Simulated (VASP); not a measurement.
Wanted: the native input for a VASP 6.6.1 run.

* Task: single point
* Functional: PBEsol
* Potentials or basis: VASP PAW PBE potentials, release 64 (In_d, As)
* Cutoff: 520 eV
* k mesh: 12 × 12 × 12
* Occupations: fermi-dirac, width 0.15 eV
* Spin: no spin polarisation
* Dipole correction: no
* Further INCAR settings: ALGO = Normal; EDIFF = 1e-06; NBANDS = 16

The structure of InAs lies in POSCAR:

```
InAs
1.0
    0.0000000000      2.7249301397      2.7249301397
    2.7249301397      0.0000000000      2.7249301397
    2.7249301397      2.7249301397      0.0000000000
In As
1 1
Direct
    0.0000000000      0.0000000000      0.0000000000
    0.7500000000      0.7500000000      0.7500000000
```

These files were run (other wordings do the same):

INCAR

```
SYSTEM = InAs
ALGO = Normal
EDIFF = 1E-6
ENCUT = 520
GGA = PS
ISIF = 2
ISMEAR = -1
LASPH = .TRUE.
LCHARG = .FALSE.
LREAL = .FALSE.
LWAVE = .FALSE.
NBANDS = 16
NELM = 80
PREC = Accurate
SIGMA = 0.15
```

KPOINTS

```
k-points
0
G
  12 12 12
  0 0 0
```

Potentials or basis: VASP PAW PBE potentials, release 64 (In_d, As).

Run with:

```console
$ cat potpaw_PBE.64/In_d/POTCAR potpaw_PBE.64/As/POTCAR > POTCAR
$ mpirun -np 1 vasp_std > vasp.out
```

It gave:

```
Pressure               : 40.3 GPa
Band gap on the k mesh : 0.75 eV, indirect (least direct gap 1.23 eV)
```

Caveat: the PAW data sets were made with another functional, which shifts forces and pressure a little; spin-orbit coupling is left out, which moves the levels of the heavy elements.

It took 88 s on 1 thread of AMD EPYC 7571, on a shared host, peak memory 0.17 GiB.
